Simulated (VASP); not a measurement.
Runs of VASP 6.6.1 on TePb. It takes space group F-43m (No. 216, cubic). The conventional cell has a = 7.283 Å, b = 7.283 Å, c = 7.283 Å, α = 90.00°, β = 90.00°, γ = 90.00°. Within 4.1 Å of Pb (site symmetry -43m) lie 4 Te at 3.15 Å. Te (site symmetry -43m) has 4 Pb at 3.15 Å within 4.1 Å. 

```csv
level,cutoff (eV),smearing,grid for exact exchange (PRECFOCK),share of exact exchange,screening parameter,gap on the mesh (eV),pressure (GPa)
PBE-based screened hybrid,520,gaussian 0.01 eV,Normal,0.15,0.3 1/Å,0.73,0.1
r2SCAN,550,gaussian 0.01 eV,-,-,-,(b),-0.1
PBE,500,gaussian 0.05 eV,-,-,-,0.59,0.5
PBE,500,fermi-dirac 0.05 eV,-,-,-,0.59,0.5
PBE,500,methfessel-paxton 0.5 eV,-,-,-,0.59,0.4
HSE06,520,gaussian 0.01 eV,Normal,-,0.2079 1/Å,0.96,-0.1
PBE-based screened hybrid,520,gaussian 0.01 eV,Normal,0.4,0.5 1/Å,(c),-0.2
PBEsol,500,gaussian 0.01 eV,-,-,-,0.52,(a)
```

Alike in all rows: task single point; potentials or basis VASP PAW PBE potentials, release 64 (Pb_d, Te); no spin polarisation; cell as given; k mesh 4 × 4 × 4.

Problem. Fill in the values left out.

Solution. (a) -0.9; (b) 0.75; (c) 0.77.

Caveats: spin-orbit coupling is left out, which moves the levels of the heavy elements; the PAW data sets were made with another functional, which shifts forces and pressure a little (some runs).

A k mesh can miss the band edges, and the runs leave out spin-orbit coupling on Pb, Te.
